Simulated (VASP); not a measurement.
Here is a VASP 6.6.1 calculation.

Contents of POSCAR:

```
MoS2
1.0
    3.2274645616      0.0000000000      0.0000000000
   -1.6137322808      2.7950663001      0.0000000000
    0.0000000000      0.0000000000      6.3124734200
Mo S
1 2
Direct
    0.0000000000      0.0000000000      0.5000000000
    0.6666666667      0.3333333333      0.7446806800
    0.3333333333      0.6666666667      0.2553193200
```

INCAR.step1

```
SYSTEM = MoS2
PREC     = Accurate       ! precision mode
ENCUT    = 520            ! plane-wave cutoff, eV
EDIFF    = 1E-5           ! SCF threshold, eV
ISMEAR   = -1             ! smearing method
SIGMA    = 0.05           ! smearing width, eV
LREAL    = .FALSE.        ! projectors in reciprocal space
LASPH    = .TRUE.         ! aspherical terms in the spheres
NELM     = 100            ! most SCF steps
ALGO     = Normal         ! electronic algorithm
ISIF     = 2              ! what is computed and relaxed
LWAVE    = .TRUE.         ! write WAVECAR
LCHARG   = .FALSE.        ! write CHGCAR
GGA      = PE             ! functional
NBANDS   = 20             ! bands
```

Contents of INCAR.step2:

```
SYSTEM = MoS2
PREC     = Accurate       ! precision mode
ENCUT    = 520            ! plane-wave cutoff, eV
EDIFF    = 1E-6           ! SCF threshold, eV
ISMEAR   = -1             ! smearing method
SIGMA    = 0.05           ! smearing width, eV
LREAL    = .FALSE.        ! projectors in reciprocal space
LASPH    = .TRUE.         ! aspherical terms in the spheres
NELM     = 100            ! most SCF steps
ALGO     = Normal         ! electronic algorithm
ISIF     = 2              ! what is computed and relaxed
LWAVE    = .FALSE.        ! write WAVECAR
LCHARG   = .FALSE.        ! write CHGCAR
GGA      = PE             ! functional
LHFCALC  = .TRUE.         ! exact exchange
AEXX     = 0.05           ! exact-exchange fraction
HFSCREEN = 0.2            ! screening, 1/A
PRECFOCK = Normal       
ISTART   = 1            
NBANDS   = 20             ! bands
```

KPOINTS

```
regular mesh
0
G
  5 5 2
  0 0 0
```

Potentials or basis: VASP PAW PBE potentials, release 64 (Mo_sv, S).

Run with:

```console
$ cat potpaw_PBE.64/Mo_sv/POTCAR potpaw_PBE.64/S/POTCAR > POTCAR
$ cp INCAR.step1 INCAR
$ mpirun -np 1 vasp_std > vasp.out
$ cp INCAR.step2 INCAR
$ mpirun -np 1 vasp_std > vasp.out
```

Predict the band gap on the k mesh.

zero (bands 13 and 14 overlap by 0.27 eV).

Estimate the largest force.

0.017 eV/Å.

What does it give for the pressure?

0.2 GPa.

Forces on the atoms (eV/Å):
```
Mo   0.000  0.000  0.000
S    0.000  0.000  0.017
S    0.000  0.000 -0.017
```

Caveat: the k points lie up to 0.50 Å⁻¹ apart; the PAW data sets were made with another functional, which shifts forces and pressure a little.
